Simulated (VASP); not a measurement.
# AgI (P6_3mc) in VASP: further runs

Aim: see how the results for AgI move with the level of theory and the settings. Levels: PBE, PBEsol. Tasks: relaxation of cell and atoms, single point.

Program: VASP 6.6.1. These are calculated values, not measurements. Logs are shortened: lines on timing, memory, paths and dates and some standing lists are left out, and cuts for length are marked.

## (1) The cell of the first run

Symmetry: P6_3mc, No. 186, hexagonal system. The conventional cell has a = 4.590 Å, b = 4.590 Å, c = 7.520 Å, α = 90.00°, β = 90.00°, γ = 120.00°. Ag (site symmetry 3m) has 4 I at 2.78 to 2.82 Å within 3.7 Å. I (site symmetry 3m) has 4 Ag at 2.78 to 2.82 Å within 3.7 Å.

## (2) Relaxation of cell and atoms, PBE

INCAR reads:

```
SYSTEM = AgI
ALGO = Normal ; EDIFF = 1E-7
EDIFFG = -0.002 ; ENCUT = 500
GGA = PE ; GGA_COMPAT = .FALSE.
IBRION = 2 ; ISIF = 3
ISMEAR = 0 ; LASPH = .TRUE.
LCHARG = .FALSE. ; LREAL = .FALSE.
LWAVE = .FALSE. ; NELM = 120
NELMIN = 4 ; NSW = 100
PREC = Accurate ; SIGMA = 0.01
```

KPOINTS reads:

```
k-points
0
G
  6 6 4
  0 0 0
```

POSCAR reads:

```
AgI
1.0
    4.5900000000      0.0000000000      0.0000000000
   -2.2950000000      3.9750566034      0.0000000000
    0.0000000000      0.0000000000      7.5200000000
Ag I
2 2
Direct
    0.6666666667      0.3333333333      0.6300000000
    0.3333333333      0.6666666667      0.1300000000
    0.6666666667      0.3333333333      0.0000000000
    0.3333333333      0.6666666667      0.5000000000
```

Potentials or basis: VASP PAW PBE potentials, release 64 (Ag, I).

The run is started by

```sh
cat potpaw_PBE.64/Ag/POTCAR potpaw_PBE.64/I/POTCAR > POTCAR
mpirun -np 1 vasp_std > vasp.out
```

OUTCAR:

```text
SYSTEM = AgI
   EDIFF = 1E-7
   EDIFFG = -0.002
   ENCUT = 500
   GGA = PE
   IBRION = 2
   ISIF = 3
   ISMEAR = 0
   LASPH = .TRUE.
   LREAL = .FALSE.
   NELM = 120
   NELMIN = 4
   NSW = 100
   PREC = Accurate

 ion  position               nearest neighbor table
   1  0.667  0.333  0.630-   3 2.78   4 2.82   4 2.82   4 2.82
   2  0.333  0.667  0.130-   4 2.78   3 2.82   3 2.82   3 2.82
   3  0.667  0.333  0.000-   1 2.78   2 2.82   2 2.82   2 2.82
   4  0.333  0.667  0.500-   2 2.78   1 2.82   1 2.82   1 2.82

  LATTYP: Found a hexagonal cell.
 ALAT       =     4.5900000000
 C/A-ratio  =     1.6383442266

  Lattice vectors:

 A1 = (   4.5900000000,   0.0000000000,   0.0000000000)
 A2 = (  -2.2950000000,   3.9750566034,   0.0000000000)
 A3 = (   0.0000000000,   0.0000000000,   7.5200000000)

Analysis of symmetry for initial positions (statically):
=====================================================================
 Subroutine PRICEL returns:
 Original cell was already a primitive cell.

 Routine SETGRP: Setting up the symmetry group for a
 hexagonal supercell.

 Subroutine GETGRP returns: Found 12 space group operations
 (whereof  6 operations were pure point group operations)
 out of a pool of 24 trial point group operations.

The static configuration has the point symmetry C_3v.
 The point group associated with its full space group is C_6v.

Analysis of symmetry for dynamics (positions and initial velocities):
=====================================================================
 Subroutine PRICEL returns:
 Original cell was already a primitive cell.

 Routine SETGRP: Setting up the symmetry group for a
 hexagonal supercell.

 Subroutine GETGRP returns: Found 12 space group operations
 (whereof  6 operations were pure point group operations)
 out of a pool of 24 trial point group operations.

The dynamic configuration has the point symmetry C_3v.
 The point group associated with its full space group is C_6v.

 Subroutine INISYM returns: Found 12 space group operations
 (whereof  6 operations are pure point group operations),
 and found     1 'primitive' translations

----------------------------------------------------------------------------------------

                                     Primitive cell

  volume of cell :     137.2062

  direct lattice vectors                    reciprocal lattice vectors
     4.590000000  0.000000000  0.000000000     0.217864924  0.125784372  0.000000000
    -2.295000000  3.975056603  0.000000000     0.000000000  0.251568745  0.000000000
     0.000000000  0.000000000  7.520000000     0.000000000  0.000000000  0.132978723

  length of vectors
     4.590000000  4.590000000  7.520000000     0.251568745  0.251568745  0.132978723

  position of ions in fractional coordinates (direct lattice)
     0.666666667  0.333333333  0.630000000
     0.333333333  0.666666667  0.130000000
     0.666666667  0.333333333  0.000000000
     0.333333333  0.666666667  0.500000000

  ion indices of the primitive-cell ions
   primitive index   ion index
                 1           1
                 2           2
                 3           3
                 4           4

----------------------------------------------------------------------------------------

 KPOINTS: k-points

Automatic generation of k-mesh.
 Grid dimensions read from file:
 generate k-points for:    6    6    4

 Generating k-lattice:

  Cartesian coordinates                     Fractional coordinates (reciprocal lattice)
     0.036310821  0.020964062  0.000000000     0.166666667  0.000000000  0.000000000
     0.000000000  0.041928124  0.000000000     0.000000000  0.166666667  0.000000000
     0.000000000  0.000000000  0.033244681     0.000000000  0.000000000  0.250000000

  Length of vectors
     0.041928124  0.041928124  0.033244681

  Shift w.r.t. Gamma in fractional coordinates (k-lattice)
     0.000000000  0.000000000  0.000000000

 Subroutine IBZKPT returns following result:
 ===========================================

 Found     21 irreducible k-points:

 Following reciprocal coordinates:
            Coordinates               Weight
  0.000000  0.000000  0.000000      1.000000
  0.166667 -0.000000  0.000000      6.000000
  0.333333  0.000000  0.000000      6.000000
  0.500000 -0.000000  0.000000      3.000000
  0.166667  0.166667  0.000000      6.000000
  0.333333  0.166667  0.000000     12.000000
[... 13 lines left out ...]
  0.333333  0.166667  0.500000     12.000000
  0.333333  0.333333  0.500000      2.000000
   k-points           NKPTS =     21   k-points in BZ     NKDIM =     21   number of bands    NBANDS=     22
   number of dos      NEDOS =    301   number of ions     NIONS =      4
   total plane-waves  NPLWV =  72576
   dimension x,y,z NGX =    36 NGY =   36 NGZ =   56
   dimension x,y,z NGXF=    72 NGYF=   72 NGZF=  112
   ions per type =               2   2
   NGX,Y,Z   is equivalent  to a cutoff of  13.04, 13.04, 12.38 a.u.
   NGXF,Y,Z  is equivalent  to a cutoff of  26.08, 26.08, 24.76 a.u.
 SYSTEM =  AgI
   PREC   = accura    normal or accurate (medium, high low for compatibility)
   ISTART =      0    job   : 0-new  1-cont  2-samecut
   ICHARG =      2    charge: 1-file 2-atom 10-const
   ISPIN  =      1    spin polarized calculation?
   LNONCOLLINEAR =      F non collinear calculations
   LSORBIT =      F    spin-orbit coupling
   LASPH  =      T    aspherical Exc in radial PAW
   ENCUT  =  500.0 eV  36.75 Ry    6.06 a.u.   8.37  8.37 13.71*2*pi/ulx,y,z
   NELM   =    120;   NELMIN=  4; NELMDL= -5     # of ELM steps
   EDIFF  = 0.1E-06   stopping-criterion for ELM
   LREAL  =      F    real-space projection
   EDIFFG = -.2E-02   stopping-criterion for IOM
   NSW    =    100    number of steps for IOM
   IBRION =      2    ionic relax: 0-MD 1-quasi-New 2-CG
   NFREE  =      1    steps in history (QN), initial steepest desc. (CG)
   ISIF   =      3    stress and relaxation
   ISYM   =      2    0-nonsym 1-usesym 2-fastsym
   POTIM  = 0.5000    time-step for ionic-motion
   TEBEG  =    0.0;   TEEND  =   0.0 temperature during run
   PSTRESS=    0.0 pullay stress
   NELECT =      36.0000    total number of electrons
   NUPDOWN=      -1.0000    fix difference up-down
   EMIN   =  10.00;   EMAX   =-10.00  energy-range for DOS
   EFERMI =   0.00;   METHOD = LEGACY
   ISMEAR =     0;   SIGMA  =   0.01  broadening in eV -4-tet -1-fermi 0-gaus
   EFERMI_NEDOS =   21; number of points for ismear=-14 and -15
   IALGO  =     38    algorithm
   IMIX   =      4    mixing-type and parameters
     AMIX     =   0.40;   BMIX     =  1.00
     AMIX_MAG =   1.60;   BMIX_MAG =  1.00
  volume/ion in A,a.u.               =      34.30       231.48
  Fermi-wavevector in a.u.,A,eV,Ry     =   1.048056  1.980538 14.944923  1.098421
  Thomas-Fermi vector in A             =   2.182962
   LORBIT       =      0    0 simple, 1 ext, 2 COOP (PROOUT), +10 PAW based schemes
   GGA     = PE    functional components
   LHFCALC =     F    Hartree Fock is set to
   AEXX    =    0.0000 exact exchange contribution
   IVDW    =     0    specifies the selected vdW correction
   LEPSILON=     F    determine dielectric tensor
   LRPA    =     F    only Hartree local field effects (RPA)
 conjugate gradient relaxation of ions
 non-spin polarized calculation
 Gauss-broadening in eV      SIGMA  =   0.01
  energy-cutoff  :      500.00
  volume of cell :      137.21
 maximum number of plane-waves:      3525
 NGX is ok and might be reduce to    36
   NGX = 17   NGY = 17   NGZ = 27

--------------------------------------- Ionic step        1  -------------------------------------------

 number of electron      36.0000011 magnetization

 Free energy of the ion-electron system (eV)
  ---------------------------------------------------
  ext. energy  EPLUGINS =         0.00000000
  ---------------------------------------------------
  free energy    TOTEN  =        -9.53485475 eV

  energy without entropy =       -9.53485475  energy(sigma->0) =       -9.53485475

------------------------ aborting loop because EDIFF is reached ----------------------------------------

  FORCE on cell =-STRESS in cart. coord.  units (eV):
  Direction    XX          YY          ZZ          XY          YZ          ZX
  --------------------------------------------------------------------------------------
  -------------------------------------------------------------------------------------
  Total        1.3349187      1.3349187      1.8552549      0.0000000      0.0000000     -0.0000000
  in kB       15.5880415     15.5880415     21.6640834      0.0000000      0.0000000     -0.0000000
  external PRESSURE =      17.6133888 kB  Pullay stress =       0.0000000 kB
[... 95 lines left out ...]
  FREE ENERGIE OF THE ION-ELECTRON SYSTEM (eV)
  ---------------------------------------------------
  free  energy   TOTEN  =        -9.5793597619 eV

  energy  without entropy=       -9.5793597619  energy(sigma->0) =       -9.57935976

[... ionic steps 4 to 10 ...]

--------------------------------------- Ionic step       11  -------------------------------------------

 number of electron      35.9999998 magnetization

------------------------ aborting loop because EDIFF is reached ----------------------------------------

  FORCE on cell =-STRESS in cart. coord.  units (eV):
  Direction    XX          YY          ZZ          XY          YZ          ZX
  --------------------------------------------------------------------------------------
  -------------------------------------------------------------------------------------
  Total       -0.0098277     -0.0098277     -0.0429557      0.0000000      0.0000000      0.0000000
  in kB       -0.1081419     -0.1081419     -0.4726750      0.0000000      0.0000000      0.0000000
  external PRESSURE =      -0.2296530 kB  Pullay stress =       0.0000000 kB
[... 61 lines left out ...]
  energy  without entropy=       -9.5800181870  energy(sigma->0) =       -9.58001819

--------------------------------------- Ionic step       13  -------------------------------------------

 number of electron      35.9999998 magnetization

 Free energy of the ion-electron system (eV)
  ---------------------------------------------------
  ext. energy  EPLUGINS =         0.00000000
  ---------------------------------------------------
  free energy    TOTEN  =        -9.58002079 eV

  energy without entropy =       -9.58002079  energy(sigma->0) =       -9.58002079

 E-fermi :   2.5305     XC(G=0):  -8.1502

 val. band max:        2.4807088621   @ k =   0.0000   0.0000   0.0000
 cond. band min:       3.8494549858   @ k =   0.0000   0.0000   0.0000
 fundamental gap:      1.3687461236
 Fermi energy:         2.5305384941

 k-point     1 :       0.0000    0.0000    0.0000
  band No.  band energies     occupation
      1     -10.0049      2.00000
      2      -9.7590      2.00000
      3      -1.3739      2.00000
      4      -1.3739      2.00000
      5      -1.3738      2.00000
      6      -1.2743      2.00000
[... 545 lines left out ...]
  FREE ENERGIE OF THE ION-ELECTRON SYSTEM (eV)
  ---------------------------------------------------
  free  energy   TOTEN  =        -9.5800207898 eV

  energy  without entropy=       -9.5800207898  energy(sigma->0) =       -9.58002079

 reached required accuracy - stopping structural energy minimisation
```

Wall time 6.6 min (1 thread of Intel Xeon Platinum 8488C (Sapphire Rapids), shared host); peak memory 0.29 GiB.

Results:

```yaml
Free_energy: -9.5800 eV
Relaxed_volume: 36.37 Å³/atom
Relaxed_cell: a = 4.684 Å, b = 4.684 Å, c = 7.658 Å, α = 90.00°, β = 90.00°, γ = 120.00°
Space_group_after_relaxing_to_0.1_Å: P6_3mc (No. 186)
Energy_gained_by_relaxing: 11.3 meV/atom
Ionic_steps: 13
Pressure_after_relaxing: 0.0 GPa
Band_gap_on_the_k_mesh: 1.37 eV
```

Step by step:
```
step  energy change (eV)  largest force (eV/Å)  pressure (GPa)  volume (Å³)
   1              0.0000                0.0808            1.76       137.21
   2             -0.0443                0.0243            0.12       144.83
   3             -0.0445                0.0206           -0.03       145.59
   4             -0.0445                0.0214            0.01       145.42
   5             -0.0446                0.0185            0.01       145.41
   6             -0.0448                0.0099            0.01       145.36
   7             -0.0449                0.0067            0.03       145.27
   8             -0.0450                0.0062            0.03       145.33
   9             -0.0451                0.0051            0.00       145.48
  10             -0.0451                0.0029           -0.06       145.80
  11             -0.0451                0.0042           -0.02       145.60
  12             -0.0452                0.0025            0.00       145.52
  13             -0.0452                0.0020            0.00       145.48
```

Final structure:
```
CELL_PARAMETERS angstrom
4.68353 0.00000 0.00000
-2.34176 4.05605 0.00000
0.00000 0.00000 7.65842
ATOMIC_POSITIONS crystal
Ag 0.66667 0.33333 0.62748
Ag 0.33333 0.66667 0.12748
I 0.66667 0.33333 0.00252
I 0.33333 0.66667 0.50252
```

Levels at points of the mesh, in eV from the valence-band top:
```
           k point  band 14  band 15  band 16  band 17  band 18  band 19  band 20  band 21  band 22
(0.00, 0.00, 0.00)    -0.63    -0.63    -0.06     0.00     0.00     1.37     2.67     5.84     5.84
(0.50, 0.00, 0.00)    -2.40    -1.98    -1.60    -0.92    -0.64     3.31     3.65     4.90     5.80
(0.00, 0.00, 0.50)    -1.56    -0.33    -0.33    -0.33    -0.33     2.64     2.64     5.64     5.64
(0.50, 0.00, 0.50)    -2.58    -1.11    -1.11    -1.11    -1.11     3.30     3.30     4.94     4.94
```

Caveat: spin-orbit coupling is left out, which moves the levels of the heavy elements. PBE usually gives volumes a little too large and moduli too small.

(Continued in part 2 of 2.)
